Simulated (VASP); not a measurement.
# MnSb (P6_3/mmc) in VASP: a series of runs

MnSb is run at these levels: PBEsol; tasks: single point.

All numbers are computed with VASP 6.6.1; they aren't measurements. Logs are shortened: lines on timing, memory, paths and dates and some standing lists are left out, and cuts for length are marked.

### Step 1. The cell of the first run

Symmetry: P6_3/mmc, No. 194, hexagonal system. Conventional cell: a = 4.150 Å, b = 4.150 Å, c = 5.780 Å, α = 90.00°, β = 90.00°, γ = 120.00°. Sb (site symmetry -6m2) has 6 Mn at 2.80 Å and 6 Sb at 3.75 Å within 3.8 Å. Mn (site symmetry -3m) has 6 Sb at 2.80 Å and 2 Mn at 2.89 Å within 3.7 Å.

### Step 2. Single point, PBEsol, collinear spin, ferromagnetic start

File INCAR:

```
PREC = Accurate
ENCUT = 520
EDIFF = 1E-6
ISMEAR = -1
SIGMA = 0.05
LREAL = False
LASPH = True
NELM = 150
ALGO = Normal
ISIF = 2
LWAVE = False
LCHARG = False
ISPIN = 2
MAGMOM = 0 0 3 3
LORBIT = 11
NUPDOWN = 6.0
LMAXMIX = 4
GGA = PS
NBANDS = 30
```

File KPOINTS:

```
regular mesh
0
Gamma
  6 6 4
```

File POSCAR:

```
MnSb
1.0
    4.1500000000      0.0000000000      0.0000000000
   -2.0750000000      3.5940054257      0.0000000000
    0.0000000000      0.0000000000      5.7800000000
Sb Mn
2 2
Direct
    0.6666666667      0.3333333333      0.7500000000
    0.3333333333      0.6666666667      0.2500000000
    0.0000000000      0.0000000000      0.5000000000
    0.0000000000      0.0000000000      0.0000000000
```

Potentials or basis: VASP PAW PBE potentials, release 64 (Sb, Mn_pv).

Started as:

```console
$ cat potpaw_PBE.64/Sb/POTCAR potpaw_PBE.64/Mn_pv/POTCAR > POTCAR
$ mpirun -np 1 vasp_std > vasp.out
```

OUTCAR:

```text
PREC = Accurate
   ENCUT = 520
   EDIFF = 1E-6
   ISMEAR = -1
   LREAL = False
   LASPH = True
   NELM = 150
   ISIF = 2
   ISPIN = 2
   LORBIT = 11
   NUPDOWN = 6.0
   GGA = PS

 ion  position               nearest neighbor table
   1  0.667  0.333  0.750-   3 2.80   4 2.80   3 2.80   4 2.80   3 2.80   4 2.80   2 3.75   2 3.75
                             2 3.75   2 3.75   2 3.75   2 3.75
   2  0.333  0.667  0.250-   3 2.80   4 2.80   3 2.80   4 2.80   3 2.80   4 2.80   1 3.75   1 3.75
                             1 3.75   1 3.75   1 3.75   1 3.75
   3  0.000  0.000  0.500-   1 2.80   2 2.80   2 2.80   1 2.80   1 2.80   2 2.80   4 2.89   4 2.89

   4  0.000  0.000  0.000-   1 2.80   2 2.80   2 2.80   1 2.80   1 2.80   2 2.80   3 2.89   3 2.89

  LATTYP: Found a hexagonal cell.
 ALAT       =     4.1500000000
 C/A-ratio  =     1.3927710843

  Lattice vectors:

 A1 = (   4.1500000000,   0.0000000000,   0.0000000000)
 A2 = (  -2.0750000000,   3.5940054257,   0.0000000000)
 A3 = (   0.0000000000,   0.0000000000,   5.7800000000)

Analysis of symmetry for initial positions (statically):
=====================================================================
 Subroutine PRICEL returns:
 Original cell was already a primitive cell.

 Routine SETGRP: Setting up the symmetry group for a
 hexagonal supercell.

 Subroutine GETGRP returns: Found 24 space group operations
 (whereof 12 operations were pure point group operations)
 out of a pool of 24 trial point group operations.

The static configuration has the point symmetry D_3d.
 The point group associated with its full space group is D_6h.

Analysis of symmetry for dynamics (positions and initial velocities):
=====================================================================
 Subroutine PRICEL returns:
 Original cell was already a primitive cell.

 Routine SETGRP: Setting up the symmetry group for a
 hexagonal supercell.

 Subroutine GETGRP returns: Found 24 space group operations
 (whereof 12 operations were pure point group operations)
 out of a pool of 24 trial point group operations.

The dynamic configuration has the point symmetry D_3d.
 The point group associated with its full space group is D_6h.

Analysis of structural, dynamic, and magnetic symmetry:
=====================================================================
 Subroutine PRICEL returns:
 Original cell was already a primitive cell.

 Routine SETGRP: Setting up the symmetry group for a
 hexagonal supercell.

 Subroutine GETGRP returns: Found 24 space group operations
 (whereof 12 operations were pure point group operations)
 out of a pool of 24 trial point group operations.

The overall configuration has the point symmetry D_3d.
 The point group associated with its full space group is D_6h.

 Subroutine INISYM returns: Found 24 space group operations
 (whereof 12 operations are pure point group operations),
 and found     1 'primitive' translations

----------------------------------------------------------------------------------------

                                     Primitive cell

  volume of cell :      86.2094

  direct lattice vectors                    reciprocal lattice vectors
     4.150000000  0.000000000  0.000000000     0.240963855  0.139120547  0.000000000
    -2.075000000  3.594005426  0.000000000     0.000000000  0.278241094  0.000000000
     0.000000000  0.000000000  5.780000000     0.000000000  0.000000000  0.173010381

  length of vectors
     4.150000000  4.150000000  5.780000000     0.278241094  0.278241094  0.173010381

  position of ions in fractional coordinates (direct lattice)
     0.666666667  0.333333333  0.750000000
     0.333333333  0.666666667  0.250000000
     0.000000000  0.000000000  0.500000000
     0.000000000  0.000000000  0.000000000

  ion indices of the primitive-cell ions
   primitive index   ion index
                 1           1
                 2           2
                 3           3
                 4           4

----------------------------------------------------------------------------------------

 KPOINTS: regular mesh

Automatic generation of k-mesh.
 Grid dimensions read from file:
 generate k-points for:    6    6    4

 Generating k-lattice:

  Cartesian coordinates                     Fractional coordinates (reciprocal lattice)
     0.040160643  0.023186758  0.000000000     0.166666667  0.000000000  0.000000000
     0.000000000  0.046373516  0.000000000     0.000000000  0.166666667  0.000000000
     0.000000000  0.000000000  0.043252595     0.000000000  0.000000000  0.250000000

  Length of vectors
     0.046373516  0.046373516  0.043252595

  Shift w.r.t. Gamma in fractional coordinates (k-lattice)
     0.000000000  0.000000000  0.000000000

 Subroutine IBZKPT returns following result:
 ===========================================

 Found     21 irreducible k-points:

 Following reciprocal coordinates:
            Coordinates               Weight
  0.000000  0.000000  0.000000      1.000000
  0.166667  0.000000  0.000000      6.000000
  0.333333  0.000000  0.000000      6.000000
  0.500000  0.000000  0.000000      3.000000
  0.166667  0.166667  0.000000      6.000000
  0.333333  0.166667  0.000000     12.000000
[... 13 lines left out ...]
  0.333333  0.166667  0.500000     12.000000
  0.333333  0.333333  0.500000      2.000000
   k-points           NKPTS =     21   k-points in BZ     NKDIM =     21   number of bands    NBANDS=     30
   number of dos      NEDOS =    301   number of ions     NIONS =      4
   total plane-waves  NPLWV =  49152
   dimension x,y,z NGX =    32 NGY =   32 NGZ =   48
   dimension x,y,z NGXF=    64 NGYF=   64 NGZF=   96
   ions per type =               2   2
   NGX,Y,Z   is equivalent  to a cutoff of  12.82, 12.82, 13.81 a.u.
   NGXF,Y,Z  is equivalent  to a cutoff of  25.64, 25.64, 27.61 a.u.
 SYSTEM =  unknown system
   PREC   = accura    normal or accurate (medium, high low for compatibility)
   ISTART =      0    job   : 0-new  1-cont  2-samecut
   ICHARG =      2    charge: 1-file 2-atom 10-const
   ISPIN  =      2    spin polarized calculation?
   LNONCOLLINEAR =      F non collinear calculations
   LSORBIT =      F    spin-orbit coupling
   LASPH  =      T    aspherical Exc in radial PAW
   ENCUT  =  520.0 eV  38.22 Ry    6.18 a.u.   7.72  7.72 10.75*2*pi/ulx,y,z
   NELM   =    150;   NELMIN=  2; NELMDL= -5     # of ELM steps
   EDIFF  = 0.1E-05   stopping-criterion for ELM
   LREAL  =      F    real-space projection
[... 7 lines left out ...]
   TEBEG  =    0.0;   TEEND  =   0.0 temperature during run
   PSTRESS=    0.0 pullay stress
   NELECT =      36.0000    total number of electrons
   NUPDOWN=       6.0000    fix difference up-down
   EMIN   =  10.00;   EMAX   =-10.00  energy-range for DOS
   EFERMI =   0.00;   METHOD = LEGACY
   ISMEAR =    -1;   SIGMA  =   0.05  broadening in eV -4-tet -1-fermi 0-gaus
   EFERMI_NEDOS =   21; number of points for ismear=-14 and -15
   IALGO  =     38    algorithm
   IMIX   =      4    mixing-type and parameters
     AMIX     =   0.40;   BMIX     =  1.00
     AMIX_MAG =   1.60;   BMIX_MAG =  1.00
  volume/ion in A,a.u.               =      21.55       145.44
  Fermi-wavevector in a.u.,A,eV,Ry     =   1.223651  2.312364 20.372288  1.497321
  Thomas-Fermi vector in A             =   2.358754
   LORBIT       =     11    0 simple, 1 ext, 2 COOP (PROOUT), +10 PAW based schemes
   GGA     = PS    functional components
   LHFCALC =     F    Hartree Fock is set to
   AEXX    =    0.0000 exact exchange contribution
   IVDW    =     0    specifies the selected vdW correction
   LEPSILON=     F    determine dielectric tensor
   LRPA    =     F    only Hartree local field effects (RPA)
 spin polarized calculation
  energy-cutoff  :      520.00
  volume of cell :       86.21
 maximum number of plane-waves:      2350
 NGX is ok and might be reduce to    32
   NGX = 15   NGY = 15   NGZ = 21

 number of electron      36.0000010 magnetization       6.0000004

 Free energy of the ion-electron system (eV)
  ---------------------------------------------------
  ext. energy  EPLUGINS =         0.00000000
  ---------------------------------------------------
  free energy    TOTEN  =       -28.14897313 eV

  energy without entropy =      -28.11988757  energy(sigma->0) =      -28.13443035

 E-fermi :   7.7237     XC(G=0): -10.7450

 val. band max:        7.7170020115   @ k =   0.1667   0.0000   0.2500
 cond. band min:       7.3328140846   @ k =   0.3333   0.0000   0.0000
 fundamental gap:     -0.3841879269
 Fermi energy:         7.2530937071

 spin component 1

 k-point     1 :       0.0000    0.0000    0.0000
  band No.  band energies     occupation
      1     -42.0918      1.00000
      2     -42.0918      1.00000
      3     -42.0842      1.00000
      4     -42.0842      1.00000
      5     -41.8385      1.00000
      6     -41.7575      1.00000
[... 682 lines left out ...]
     29      15.2492      0.00000
     30      15.2492      0.00000
 Fermi energy:         7.7236588994

 spin component 2

 k-point     1 :       0.0000    0.0000    0.0000
  band No.  band energies     occupation
      1     -38.7700      1.00000
      2     -38.7700      1.00000
      3     -38.7608      1.00000
      4     -38.7608      1.00000
      5     -38.6962      1.00000
      6     -38.6013      1.00000
[... 682 lines left out ...]
     29      15.6869      0.00000
     30      15.6869      0.00000

------------------------ aborting loop because EDIFF is reached ----------------------------------------

  FORCE on cell =-STRESS in cart. coord.  units (eV):
  Direction    XX          YY          ZZ          XY          YZ          ZX
  --------------------------------------------------------------------------------------
  -------------------------------------------------------------------------------------
  Total       -5.0678672     -5.0678672     -5.4122334      0.0000000      0.0000000      0.0000000
  in kB      -94.1848714    -94.1848714   -100.5848175      0.0000000      0.0000000      0.0000000
  external PRESSURE =     -96.3181868 kB  Pullay stress =       0.0000000 kB

 VOLUME and BASIS-vectors are now :
 -----------------------------------------------------------------------------
  energy-cutoff  :      520.00
  volume of cell :       86.21
      direct lattice vectors                 reciprocal lattice vectors
     4.150000000  0.000000000  0.000000000     0.240963855  0.139120547  0.000000000
    -2.075000000  3.594005426  0.000000000     0.000000000  0.278241094  0.000000000
     0.000000000  0.000000000  5.780000000     0.000000000  0.000000000  0.173010381

 POSITION                                       TOTAL-FORCE (eV/Angst)
 -----------------------------------------------------------------------------------
      2.07500      1.19800      4.33500        -0.000000     -0.000000      0.000000
     -0.00000      2.39600      1.44500         0.000000      0.000000      0.000000
      0.00000      0.00000      2.89000        -0.000000      0.000000      0.000000
      0.00000      0.00000      0.00000        -0.000000      0.000000      0.000000
 -----------------------------------------------------------------------------------
    total drift:                               -0.000000      0.000000      0.000000

  FREE ENERGIE OF THE ION-ELECTRON SYSTEM (eV)
  ---------------------------------------------------
  free  energy   TOTEN  =       -28.1489731272 eV

  energy  without entropy=      -28.1198875727  energy(sigma->0) =      -28.13443035

 total charge

# of ion       s       p       d       tot
------------------------------------------
    1        1.137   1.247   0.043   2.427
    2        1.137   1.247   0.043   2.427
    3        0.272   6.202   5.057  11.531
    4        0.272   6.202   5.057  11.531
--------------------------------------------------
tot          2.818  14.899  10.200  27.917

 magnetization (x)

# of ion       s       p       d       tot
------------------------------------------
    1        0.001  -0.157   0.003  -0.153
    2        0.001  -0.157   0.003  -0.153
    3        0.031   0.017   3.083   3.131
    4        0.031   0.017   3.083   3.131
--------------------------------------------------
tot          0.064  -0.279   6.171   5.956
```

Run time: 57 s. Hardware: 1 thread of Intel Xeon 6975P-C (Granite Rapids), shared host; peak memory 0.29 GiB.

Results:

- Free energy: -28.1490 eV
- Pressure: -9.6 GPa
- Net moment: 6.00 μB per cell
- Site moments: Sb -0.15; Mn +3.13 μB
- Valence electrons inside the program's atomic spheres: Sb 2.43; Mn 11.53

Stress tensor (GPa, compression positive):
```
 -9.42   0.00   0.00
  0.00  -9.42   0.00
  0.00   0.00 -10.06
```

Caveat: the cell stands under tension; the PAW data sets were made with another functional, which shifts forces and pressure a little; spin-orbit coupling is left out, which moves the levels of the heavy elements; the total moment is fixed, so each spin has its own Fermi level; only a ferromagnetic start was run, and an antiferromagnetic order may lie lower in energy.

(Part 1 of 2 ends here.)
